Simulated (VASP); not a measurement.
# MnS (P6_3/mmc) in VASP: single point with PBE

Aim: the single point of MnS with PBE.

All numbers are computed with VASP 6.6.1; they aren't measurements. Logs are shortened: lines on timing, memory, paths and dates and some standing lists are left out, and cuts for length are marked.

## 1. The cell of the first run

Symmetry: P6_3/mmc, No. 194, hexagonal system. Conventional cell: a = 3.509 Å, b = 3.509 Å, c = 5.596 Å, α = 90.00°, β = 90.00°, γ = 120.00°. Within 3.3 Å of Mn (site symmetry -3m) lie 6 S at 2.46 Å and 2 Mn at 2.80 Å. Within 3.3 Å of S (site symmetry -6m2) lie 6 Mn at 2.46 Å.

## 2. Single point, PBE, collinear spin, ferromagnetic start

INCAR

```
SYSTEM = MnS
  PREC = Accurate
  ENCUT = 520
  EDIFF = 1E-6
  ISMEAR = 0
  SIGMA = 0.1
  LREAL = .FALSE.
  LASPH = .TRUE.
  NELM = 150
  ALGO = Normal
  ISIF = 2
  LWAVE = .FALSE.
  LCHARG = .FALSE.
  ISPIN = 2
  MAGMOM = 4.5 4.5 0 0
  LORBIT = 11
  LMAXMIX = 4
  GGA = PE
  NBANDS = 31
```

KPOINTS

```
Automatic mesh
0
G
  12 12 8
  0 0 0
```

POSCAR

```
MnS
1.0
    3.5090282798      0.0000000000      0.0000000000
   -1.7545141399      3.0389076329      0.0000000000
    0.0000000000      0.0000000000      5.5960059701
Mn S
2 2
Direct
    0.0000000000      0.0000000000      0.0000000000
    0.0000000000      0.0000000000      0.5000000000
    0.3333333333      0.6666666667      0.2500000000
    0.6666666667      0.3333333333      0.7500000000
```

Potentials or basis: VASP PAW PBE potentials, release 64 (Mn_pv, S).

Command:

```
$ cat potpaw_PBE.64/Mn_pv/POTCAR potpaw_PBE.64/S/POTCAR > POTCAR
$ mpirun -np 1 vasp_std > vasp.out
```

OUTCAR:

```text
SYSTEM = MnS
   PREC = Accurate
   ENCUT = 520
   EDIFF = 1E-6
   ISMEAR = 0
   LREAL = .FALSE.
   LASPH = .TRUE.
   NELM = 150
   ISIF = 2
   ISPIN = 2
   LORBIT = 11
   GGA = PE

 ion  position               nearest neighbor table
   1  0.000  0.000  0.000-   3 2.46   4 2.46   3 2.46   4 2.46   4 2.46   3 2.46   2 2.80   2 2.80

   2  0.000  0.000  0.500-   3 2.46   4 2.46   3 2.46   4 2.46   4 2.46   3 2.46   1 2.80   1 2.80

   3  0.333  0.667  0.250-   1 2.46   2 2.46   1 2.46   2 2.46   1 2.46   2 2.46
   4  0.667  0.333  0.750-   1 2.46   2 2.46   1 2.46   2 2.46   1 2.46   2 2.46

  LATTYP: Found a hexagonal cell.
 ALAT       =     3.5090282798
 C/A-ratio  =     1.5947451898

  Lattice vectors:

 A1 = (   3.5090282798,   0.0000000000,   0.0000000000)
 A2 = (  -1.7545141399,   3.0389076329,   0.0000000000)
 A3 = (   0.0000000000,   0.0000000000,   5.5960059701)

Analysis of symmetry for initial positions (statically):
=====================================================================
 Subroutine PRICEL returns:
 Original cell was already a primitive cell.

 Routine SETGRP: Setting up the symmetry group for a
 hexagonal supercell.

 Subroutine GETGRP returns: Found 24 space group operations
 (whereof 12 operations were pure point group operations)
 out of a pool of 24 trial point group operations.

The static configuration has the point symmetry D_3d.
 The point group associated with its full space group is D_6h.

Analysis of symmetry for dynamics (positions and initial velocities):
=====================================================================
 Subroutine PRICEL returns:
 Original cell was already a primitive cell.

 Routine SETGRP: Setting up the symmetry group for a
 hexagonal supercell.

 Subroutine GETGRP returns: Found 24 space group operations
 (whereof 12 operations were pure point group operations)
 out of a pool of 24 trial point group operations.

The dynamic configuration has the point symmetry D_3d.
 The point group associated with its full space group is D_6h.

Analysis of structural, dynamic, and magnetic symmetry:
=====================================================================
 Subroutine PRICEL returns:
 Original cell was already a primitive cell.

 Routine SETGRP: Setting up the symmetry group for a
 hexagonal supercell.

 Subroutine GETGRP returns: Found 24 space group operations
 (whereof 12 operations were pure point group operations)
 out of a pool of 24 trial point group operations.

The overall configuration has the point symmetry D_3d.
 The point group associated with its full space group is D_6h.

 Subroutine INISYM returns: Found 24 space group operations
[... 131 lines left out ...]
   LRPA    =     F    only Hartree local field effects (RPA)
 spin polarized calculation
 Gauss-broadening in eV      SIGMA  =   0.10
  energy-cutoff  :      520.00
  volume of cell :       59.67
 maximum number of plane-waves:      1641
 NGX is ok and might be reduce to    28
   NGX = 13   NGY = 13   NGZ = 21

 number of electron      37.9999983 magnetization       7.3199197

 Free energy of the ion-electron system (eV)
  ---------------------------------------------------
  ext. energy  EPLUGINS =         0.00000000
  ---------------------------------------------------
  free energy    TOTEN  =       -28.04310734 eV

  energy without entropy =      -28.02546104  energy(sigma->0) =      -28.03428419

 E-fermi :   8.5182     XC(G=0): -11.4954

 val. band max:        8.5056193978   @ k =   0.1667   0.1667   0.0000
 cond. band min:       8.5217315625   @ k =   0.3333   0.2500   0.1250
 fundamental gap:      0.0161121647
 Fermi energy:         8.5182446759

 spin component 1

 k-point     1 :       0.0000    0.0000    0.0000
  band No.  band energies     occupation
      1     -41.6469      1.00000
      2     -41.6469      1.00000
      3     -41.6353      1.00000
      4     -41.6353      1.00000
      5     -41.4626      1.00000
      6     -41.3439      1.00000
[... 805 lines left out ...]
     30      16.5456      0.00000
     31      17.7075      0.00000

 [... further k-points ...]

 spin component 2

 k-point     1 :       0.0000    0.0000    0.0000
  band No.  band energies     occupation
      1     -37.9474      1.00000
      2     -37.9366      1.00000
      3     -37.9366      1.00000
      4     -37.9225      1.00000
      5     -37.9225      1.00000
      6     -37.8072      1.00000
[... 805 lines left out ...]
     30      17.0192      0.00000
     31      18.2575      0.00000

 [... further k-points ...]

------------------------ aborting loop because EDIFF is reached ----------------------------------------

  FORCE on cell =-STRESS in cart. coord.  units (eV):
  Direction    XX          YY          ZZ          XY          YZ          ZX
  --------------------------------------------------------------------------------------
  -------------------------------------------------------------------------------------
  Total        1.1250222      1.1250222      1.2220831      0.0000000     -0.0000000      0.0000000
  in kB       30.2057161     30.2057161     32.8117031      0.0000000     -0.0000000      0.0000000
  external PRESSURE =      31.0743784 kB  Pullay stress =       0.0000000 kB

 VOLUME and BASIS-vectors are now :
 -----------------------------------------------------------------------------
  energy-cutoff  :      520.00
  volume of cell :       59.67
      direct lattice vectors                 reciprocal lattice vectors
     3.509028280  0.000000000  0.000000000     0.284979179  0.164532806  0.000000000
    -1.754514140  3.038907633  0.000000000     0.000000000  0.329065612  0.000000000
     0.000000000  0.000000000  5.596005970     0.000000000  0.000000000  0.178698880

 POSITION                                       TOTAL-FORCE (eV/Angst)
 -----------------------------------------------------------------------------------
      0.00000      0.00000      0.00000         0.000000      0.000000      0.000000
      0.00000      0.00000      2.79800         0.000000      0.000000      0.000000
     -0.00000      2.02594      1.39900        -0.000000      0.000000     -0.000000
      1.75451      1.01297      4.19700         0.000000     -0.000000      0.000000
 -----------------------------------------------------------------------------------
    total drift:                               -0.000000     -0.000000      0.000000

  FREE ENERGIE OF THE ION-ELECTRON SYSTEM (eV)
  ---------------------------------------------------
  free  energy   TOTEN  =       -28.0431073377 eV

  energy  without entropy=      -28.0254610373  energy(sigma->0) =      -28.03428419

 total charge

# of ion       s       p       d       tot
------------------------------------------
    1        0.247   6.233   5.078  11.558
    2        0.247   6.233   5.078  11.558
    3        1.334   2.392   0.000   3.726
    4        1.334   2.392   0.000   3.726
--------------------------------------------------
tot          3.163  17.248  10.157  30.568

 magnetization (x)

# of ion       s       p       d       tot
------------------------------------------
    1        0.032   0.035   3.374   3.440
    2        0.032   0.035   3.374   3.440
    3        0.029   0.005   0.000   0.035
    4        0.029   0.005   0.000   0.035
--------------------------------------------------
tot          0.123   0.080   6.747   6.950
```

OSZICAR:

```text
N       E                     dE             d eps       ncg     rms          rms(c)
DAV:   1     0.402469253903E+03    0.40247E+03   -0.20309E+04 11988   0.137E+03
DAV:   2    -0.228246917906E+01   -0.40475E+03   -0.38347E+03 12039   0.406E+02
DAV:   3    -0.293732685275E+02   -0.27091E+02   -0.26481E+02 13917   0.111E+02
DAV:   4    -0.299606419361E+02   -0.58737E+00   -0.58578E+00 13175   0.164E+01
DAV:   5    -0.299707153691E+02   -0.10073E-01   -0.10072E-01 13928   0.234E+00    0.220E+01
DAV:   6    -0.283496615686E+02    0.16211E+01   -0.10767E+01 13071   0.369E+01    0.142E+01
DAV:   7    -0.280605255663E+02    0.28914E+00   -0.29500E+00 12977   0.207E+01    0.841E+00
DAV:   8    -0.280470003912E+02    0.13525E-01   -0.16394E-01 13189   0.269E+00    0.458E+00
DAV:   9    -0.280385042332E+02    0.84962E-02   -0.25723E-02 13816   0.119E+00    0.732E-01
DAV:  10    -0.280427361378E+02   -0.42319E-02   -0.81824E-03 12984   0.628E-01    0.280E-01
DAV:  11    -0.280429918817E+02   -0.25574E-03   -0.10950E-03 12873   0.190E-01    0.131E-01
DAV:  12    -0.280430862090E+02   -0.94327E-04   -0.10835E-04 13314   0.713E-02    0.723E-02
DAV:  13    -0.280431055771E+02   -0.19368E-04   -0.20200E-05 13231   0.337E-02    0.210E-02
DAV:  14    -0.280431070890E+02   -0.15119E-05   -0.40043E-06 12941   0.149E-02    0.836E-03
DAV:  15    -0.280431073377E+02   -0.24868E-06   -0.85935E-07  7494   0.827E-03
   1 F= -.28043107E+02 E0= -.28034284E+02  d E =-.176463E-01  mag=     7.3193
```

Wall time 8.9 min (1 thread of Intel Xeon 8259CL, shared host); peak memory 0.37 GiB.

What came out:

* Free energy: -28.0431 eV
* Pressure: 3.1 GPa
* Net moment: 7.32 μB per cell
* Site moments: Mn +3.44; S +0.04 μB
* Valence electrons inside the program's atomic spheres: Mn 11.56; S 3.73

Caveat: semilocal functionals often make such compounds metallic where correlation or magnetic order opens a gap, which also shifts bond lengths; only a ferromagnetic start was run, and an antiferromagnetic order may lie lower in energy.
